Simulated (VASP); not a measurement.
Crystal: LiBr.

```
Li Br
1.0
     0.00000    2.66758    2.66758
     2.66758    0.00000    2.66758
     2.66758    2.66758    0.00000
Li Br
1 1
Cartesian
  0.0000 0.0000 0.0000
  2.6676 2.6676 2.6676
```

Base run:

- Program: VASP 6.6.1
- Functional: r2SCAN
- Dispersion: D3(BJ)
- Potentials or basis: VASP PAW PBE potentials, release 64 (Li_sv, Br)
- Cutoff: 720 eV
- k mesh: 10 × 10 × 10
- Occupations: fermi-dirac, width 0.15 eV
- Spin: no spin polarisation

Its results: band gap on the k mesh 6.36 eV, indirect (the least direct gap lies 0.5 meV higher); pressure 1.3 GPa.

Task: The run is repeated on the same cell with these changes: dispersion from D3(BJ) to none; occupations from fermi-dirac, width 0.15 eV to fermi-dirac, width 0.03 eV. What comes out?

Result: Band gap on the k mesh 6.36 eV, indirect (the least direct gap lies 0.5 meV higher); pressure 2.3 GPa.

Caveats: the PAW data sets were made with another functional, which shifts forces and pressure a little.

A k mesh can miss the band edges.
